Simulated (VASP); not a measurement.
# Si (Fd-3m) in VASP: a series of runs

Runs on Si. Level: PBE. Tasks: single point, relaxation of cell and atoms.

All numbers are computed with VASP 6.6.1; they aren't measurements. Logs are shortened: lines on timing, memory, paths and dates and some standing lists are left out, and cuts for length are marked.

### Step 1. The cell of the first run

It takes space group Fd-3m (No. 227, cubic). Conventional cell: a = 5.470 Å, b = 5.470 Å, c = 5.470 Å, α = 90.00°, β = 90.00°, γ = 90.00°. Within 3.1 Å of Si (site symmetry -43m) lie 4 Si at 2.37 Å.

### Step 2. Single point, PBE

INCAR reads:

```
SYSTEM = Si
ALGO = Normal
EDIFF = 1E-6
ENCUT = 500
GGA = PE
GGA_COMPAT = .False.
ISIF = 2
ISMEAR = 0
LASPH = .True.
LCHARG = .True.
LELF = .True.
LREAL = .False.
LVHAR = .True.
LWAVE = .False.
NBANDS = 11
NELM = 120
PREC = Accurate
SIGMA = 0.01
```

KPOINTS reads:

```
k-points
0
Gamma
  9 9 9
  0 0 0
```

POSCAR reads:

```
Si
1.0
    0.0000000000      2.7350069755      2.7350069755
    2.7350069755      0.0000000000      2.7350069755
    2.7350069755      2.7350069755      0.0000000000
Si
2
Direct
    0.7500000000      0.7500000000      0.7500000000
    0.5000000000      0.5000000000      0.5000000000
```

Potentials or basis: VASP PAW PBE potentials, release 64 (Si).

Command:

```bash
> cat potpaw_PBE.64/Si/POTCAR > POTCAR
> mpirun -np 1 vasp_std > vasp.out
```

OUTCAR:

```text
SYSTEM = Si
   EDIFF = 1E-6
   ENCUT = 500
   GGA = PE
   ISIF = 2
   ISMEAR = 0
   LASPH = .True.
   LREAL = .False.
   NELM = 120
   PREC = Accurate

 ion  position               nearest neighbor table
   1  0.750  0.750  0.750-   2 2.37   2 2.37   2 2.37   2 2.37
   2  0.500  0.500  0.500-   1 2.37   1 2.37   1 2.37   1 2.37

  LATTYP: Found a face centered cubic cell.
 ALAT       =     5.4700139510

  Lattice vectors:

 A1 = (   0.0000000000,   2.7350069755,   2.7350069755)
 A2 = (   2.7350069755,   0.0000000000,   2.7350069755)
 A3 = (   2.7350069755,   2.7350069755,   0.0000000000)

Analysis of symmetry for initial positions (statically):
=====================================================================
 Subroutine PRICEL returns:
 Original cell was already a primitive cell.

 Routine SETGRP: Setting up the symmetry group for a
 face centered cubic supercell.

 Subroutine GETGRP returns: Found 48 space group operations
 (whereof 24 operations were pure point group operations)
 out of a pool of 48 trial point group operations.

The static configuration has the point symmetry T_d .
 The point group associated with its full space group is O_h .

Analysis of symmetry for dynamics (positions and initial velocities):
=====================================================================
 Subroutine PRICEL returns:
 Original cell was already a primitive cell.

 Routine SETGRP: Setting up the symmetry group for a
 face centered cubic supercell.

 Subroutine GETGRP returns: Found 48 space group operations
 (whereof 24 operations were pure point group operations)
 out of a pool of 48 trial point group operations.

The dynamic configuration has the point symmetry T_d .
 The point group associated with its full space group is O_h .

 Subroutine INISYM returns: Found 48 space group operations
 (whereof 24 operations are pure point group operations),
 and found     1 'primitive' translations

----------------------------------------------------------------------------------------

                                     Primitive cell

  volume of cell :      40.9171

  direct lattice vectors                    reciprocal lattice vectors
     0.000000000  2.735006976  2.735006976    -0.182814890  0.182814890  0.182814890
     2.735006976  0.000000000  2.735006976     0.182814890 -0.182814890  0.182814890
     2.735006976  2.735006976  0.000000000     0.182814890  0.182814890 -0.182814890

  length of vectors
     3.867883958  3.867883958  3.867883958     0.316644678  0.316644678  0.316644678

  position of ions in fractional coordinates (direct lattice)
     0.750000000  0.750000000  0.750000000
     0.500000000  0.500000000  0.500000000

  ion indices of the primitive-cell ions
   primitive index   ion index
                 1           1
                 2           2

----------------------------------------------------------------------------------------

 KPOINTS: k-points

Automatic generation of k-mesh.
 Grid dimensions read from file:
 generate k-points for:    9    9    9

 Generating k-lattice:

  Cartesian coordinates                     Fractional coordinates (reciprocal lattice)
    -0.020312766  0.020312766  0.020312766     0.111111111  0.000000000  0.000000000
     0.020312766 -0.020312766  0.020312766     0.000000000  0.111111111  0.000000000
     0.020312766  0.020312766 -0.020312766     0.000000000  0.000000000  0.111111111

  Length of vectors
     0.035182742  0.035182742  0.035182742

  Shift w.r.t. Gamma in fractional coordinates (k-lattice)
     0.000000000  0.000000000  0.000000000

 Subroutine IBZKPT returns following result:
 ===========================================

 Found     35 irreducible k-points:

 Following reciprocal coordinates:
            Coordinates               Weight
  0.000000  0.000000  0.000000      1.000000
  0.111111  0.000000  0.000000      8.000000
  0.222222  0.000000  0.000000      8.000000
  0.333333  0.000000  0.000000      8.000000
  0.444444  0.000000  0.000000      8.000000
  0.111111  0.111111  0.000000      6.000000
[... 16 lines left out ...]
 -0.333333  0.333333  0.000000     12.000000
  0.444444  0.444444  0.000000      6.000000
 [... further k-points ...]
   k-points           NKPTS =     35   k-points in BZ     NKDIM =     35   number of bands    NBANDS=     11
   number of dos      NEDOS =    301   number of ions     NIONS =      2
   total plane-waves  NPLWV =  21952
   dimension x,y,z NGX =    28 NGY =   28 NGZ =   28
   dimension x,y,z NGXF=    56 NGYF=   56 NGZF=   56
   ions per type =               2
   NGX,Y,Z   is equivalent  to a cutoff of  12.03, 12.03, 12.03 a.u.
   NGXF,Y,Z  is equivalent  to a cutoff of  24.07, 24.07, 24.07 a.u.
 SYSTEM =  Si
   PREC   = accura    normal or accurate (medium, high low for compatibility)
   ISTART =      0    job   : 0-new  1-cont  2-samecut
   ICHARG =      2    charge: 1-file 2-atom 10-const
   ISPIN  =      1    spin polarized calculation?
   LNONCOLLINEAR =      F non collinear calculations
   LSORBIT =      F    spin-orbit coupling
   LASPH  =      T    aspherical Exc in radial PAW
   ENCUT  =  500.0 eV  36.75 Ry    6.06 a.u.   7.05  7.05  7.05*2*pi/ulx,y,z
   NELM   =    120;   NELMIN=  2; NELMDL= -5     # of ELM steps
   EDIFF  = 0.1E-05   stopping-criterion for ELM
   LREAL  =      F    real-space projection
   EDIFFG = 0.1E-04   stopping-criterion for IOM
   NSW    =      0    number of steps for IOM
   IBRION =     -1    ionic relax: 0-MD 1-quasi-New 2-CG
   NFREE  =      0    steps in history (QN), initial steepest desc. (CG)
   ISIF   =      2    stress and relaxation
   ISYM   =      2    0-nonsym 1-usesym 2-fastsym
   POTIM  = 0.5000    time-step for ionic-motion
   TEBEG  =    0.0;   TEEND  =   0.0 temperature during run
   PSTRESS=    0.0 pullay stress
   NELECT =       8.0000    total number of electrons
   NUPDOWN=      -1.0000    fix difference up-down
   EMIN   =  10.00;   EMAX   =-10.00  energy-range for DOS
   EFERMI =   0.00;   METHOD = LEGACY
   ISMEAR =     0;   SIGMA  =   0.01  broadening in eV -4-tet -1-fermi 0-gaus
   EFERMI_NEDOS =   21; number of points for ismear=-14 and -15
   IALGO  =     38    algorithm
   IMIX   =      4    mixing-type and parameters
     AMIX     =   0.40;   BMIX     =  1.00
     AMIX_MAG =   1.60;   BMIX_MAG =  1.00
  volume/ion in A,a.u.               =      20.46       138.06
  Fermi-wavevector in a.u.,A,eV,Ry     =   0.950174  1.795568 12.283752  0.902830
  Thomas-Fermi vector in A             =   2.078526
   LORBIT       =      0    0 simple, 1 ext, 2 COOP (PROOUT), +10 PAW based schemes
   GGA     = PE    functional components
   LHFCALC =     F    Hartree Fock is set to
   AEXX    =    0.0000 exact exchange contribution
   IVDW    =     0    specifies the selected vdW correction
   LEPSILON=     F    determine dielectric tensor
   LRPA    =     F    only Hartree local field effects (RPA)
 non-spin polarized calculation
 Gauss-broadening in eV      SIGMA  =   0.01
  energy-cutoff  :      500.00
  volume of cell :       40.92
 maximum number of plane-waves:      1049
   NGX = 15   NGY = 15   NGZ = 15

 number of electron       8.0000000 magnetization

 Free energy of the ion-electron system (eV)
  ---------------------------------------------------
  ext. energy  EPLUGINS =         0.00000000
  ---------------------------------------------------
  free energy    TOTEN  =       -10.84825980 eV

  energy without entropy =      -10.84825980  energy(sigma->0) =      -10.84825980

 E-fermi :   5.6821     XC(G=0):  -9.3244

 val. band max:        5.6094062180   @ k =   0.0000   0.0000   0.0000
 cond. band min:       6.2338391083   @ k =   0.4444   0.4444   0.0000
 fundamental gap:      0.6244328902
 Fermi energy:         5.6821369006

 k-point     1 :       0.0000    0.0000    0.0000
  band No.  band energies     occupation
      1      -6.2006      2.00000
      2       5.6094      2.00000
      3       5.6094      2.00000
      4       5.6094      2.00000
      5       8.1659      0.00000
      6       8.1659      0.00000
      7       8.1659      0.00000
      8       8.7352      0.00000
      9      13.3181      0.00000
     10      13.3181      0.00000
     11      13.4838      0.00000

 k-point     2 :       0.1111    0.0000    0.0000
  band No.  band energies     occupation
      1      -6.0420      2.00000
      2       4.2705      2.00000
      3       5.3774      2.00000
      4       5.3774      2.00000
      5       8.0968      0.00000
      6       8.5080      0.00000
      7       8.5080      0.00000
      8       9.8948      0.00000
      9      12.9123      0.00000
     10      12.9123      0.00000
     11      14.1211      0.00000

 k-point     3 :       0.2222    0.0000    0.0000
  band No.  band energies     occupation
      1      -5.5766      2.00000
      2       2.2218      2.00000
      3       4.9609      2.00000
      4       4.9609      2.00000
      5       7.6717      0.00000
      6       9.0320      0.00000
      7       9.0320      0.00000
      8      11.8763      0.00000
      9      12.6887      0.00000
     10      12.6887      0.00000
     11      14.6366      0.00000

 k-point     4 :       0.3333    0.0000    0.0000
  band No.  band energies     occupation
      1      -4.8514      2.00000
      2       0.3420      2.00000
      3       4.6275      2.00000
      4       4.6275      2.00000
      5       7.2995      0.00000
      6       9.1126      0.00000
      7       9.1126      0.00000
      8      13.3898      0.00000
      9      13.5630      0.00000
     10      13.5630      0.00000
     11      14.5857      0.00000
[... 239 lines left out ...]
 k-point    22 :      -0.4444    0.3333    0.0000
  band No.  band energies     occupation
      1      -2.8328      2.00000
      2      -1.2920      2.00000
      3       1.6563      2.00000
      4       3.1940      2.00000
      5       6.8076      0.00000
      6       9.2443      0.00000
      7      12.7667      0.00000
      8      12.8591      0.00000
      9      14.9635      0.00000
     10      15.0419      0.00000
     11      18.9881      0.00000

 k-point    23 :      -0.3333    0.3333    0.0000
  band No.  band energies     occupation
      1      -3.0061      2.00000
      2      -1.1022      2.00000
      3       1.3022      2.00000
      4       3.5419      2.00000
      5       7.1978      0.00000
      6      11.3857      0.00000
      7      12.0147      0.00000
      8      12.5765      0.00000
      9      12.9003      0.00000
     10      13.2611      0.00000
     11      19.8449      0.00000

 k-point    24 :       0.4444    0.4444    0.0000
  band No.  band energies     occupation
      1      -2.9444      2.00000
      2      -1.2616      2.00000
      3       2.8651      2.00000
      4       2.8651      2.00000
      5       6.2338      0.00000
      6       6.6341      0.00000
      7      14.8225      0.00000
      8      14.8225      0.00000
      9      17.0652      0.00000
     10      17.2473      0.00000
     11      17.2508      0.00000

 [... further k-points ...]
[... 5 lines left out ...]
  --------------------------------------------------------------------------------------
  -------------------------------------------------------------------------------------
  Total       -0.0165758     -0.0165758     -0.0165758      0.0000000      0.0000000     -0.0000000
  in kB       -0.6490516     -0.6490516     -0.6490516      0.0000000      0.0000000     -0.0000000
  external PRESSURE =      -0.6490516 kB  Pullay stress =       0.0000000 kB

 VOLUME and BASIS-vectors are now :
 -----------------------------------------------------------------------------
  energy-cutoff  :      500.00
  volume of cell :       40.92
      direct lattice vectors                 reciprocal lattice vectors
     0.000000000  2.735006976  2.735006976    -0.182814890  0.182814890  0.182814890
     2.735006976  0.000000000  2.735006976     0.182814890 -0.182814890  0.182814890
     2.735006976  2.735006976  0.000000000     0.182814890  0.182814890 -0.182814890

 POSITION                                       TOTAL-FORCE (eV/Angst)
 -----------------------------------------------------------------------------------
      4.10251      4.10251      4.10251        -0.000000     -0.000000      0.000000
      2.73501      2.73501      2.73501         0.000000      0.000000     -0.000000
 -----------------------------------------------------------------------------------
    total drift:                                0.000000      0.000000     -0.000000

  FREE ENERGIE OF THE ION-ELECTRON SYSTEM (eV)
  ---------------------------------------------------
  free  energy   TOTEN  =       -10.8482598031 eV

  energy  without entropy=      -10.8482598031  energy(sigma->0) =      -10.84825980
```

Wall time 5.4 s (1 thread of Intel Xeon 6975P-C (Granite Rapids), shared host); peak memory 0.15 GiB.

What came out:

```
Free energy            : -10.8483 eV
Pressure               : -0.1 GPa
Band gap on the k mesh : 0.62 eV (least direct gap 2.56 eV)
```

Caveat: an odd mesh through Γ misses points on the zone boundary, where band edges can lie.

### Step 3. Relaxation of cell and atoms, PBE

This run uses another cell than the first one, of 20.16 Å³/atom.

INCAR reads:

```
SYSTEM = Si
PREC = Accurate ; ENCUT = 500
EDIFF = 1E-7 ; ISMEAR = 0
SIGMA = 0.01 ; LREAL = .FALSE.
LASPH = .TRUE. ; NELM = 120
ALGO = Normal ; ISIF = 3
LWAVE = .FALSE. ; LCHARG = .FALSE.
GGA = PE ; IBRION = 2
NSW = 80 ; EDIFFG = -0.005
GGA_COMPAT = .FALSE. ; NELMIN = 4
```

KPOINTS reads:

```
regular mesh
0
G
  9 9 9
  0 0 0
```

POSCAR reads:

```
Si
1.0
    0.0000000000      2.7218512000      2.7218512000
    2.7218512000      0.0000000000      2.7218512000
    2.7218512000      2.7218512000      0.0000000000
Si
2
Direct
    0.7500000000      0.7500000000      0.7500000000
    0.5000000000      0.5000000000      0.5000000000
```

Potentials or basis: VASP PAW PBE potentials, release 64 (Si).

Command:

```bash
> cat potpaw_PBE.64/Si/POTCAR > POTCAR
> mpirun -np 1 vasp_std > vasp.out
```

It took 9.7 s on 1 thread of Intel Xeon 6975P-C (Granite Rapids), shared host; peak memory 0.14 GiB.

It converged, with:

| Property | Result |
| --- | --- |
| Free energy | -10.8482 eV |
| Relaxed volume | 20.44 Å³/atom |
| Relaxed cell | a = 3.867 Å, b = 3.867 Å, c = 3.867 Å, α = 60.00°, β = 60.00°, γ = 60.00° |
| Space group after relaxing (to 0.1 Å) | Fd-3m (No. 227) |
| Energy gained by relaxing | 1.1 meV/atom |
| Ionic steps | 3 |
| Pressure after relaxing | 0.0 GPa |
| Band gap on the k mesh | 0.62 eV (least direct gap 2.56 eV) |

Step by step:
```tsv
step	energy change (eV)	largest force (eV/Å)	pressure (GPa)	volume (Å³)
1	0.0000	0.0000	1.25	40.33
2	-0.0012	0.0000	-0.79	41.26
3	-0.0021	0.0000	0.01	40.88
```

Final structure:
```xyz
2
Lattice="0.0000 2.7342 2.7342 2.7342 0.0000 2.7342 2.7342 2.7342 0.0000" Properties=species:S:1:pos:R:3 pbc="T T T"
Si    4.1014    4.1014    4.1014
Si    2.7342    2.7342    2.7342
```

Levels at points of the mesh, in eV from the valence-band top:
```tsv
k point	band 1	band 2	band 3	band 4	band 5	band 6	band 7	band 8
(0.00, 0.00, 0.00)	-11.82	0.00	0.00	0.00	2.56	2.56	2.56	3.14
```

Caveat: an odd mesh through Γ misses points on the zone boundary, where band edges can lie.
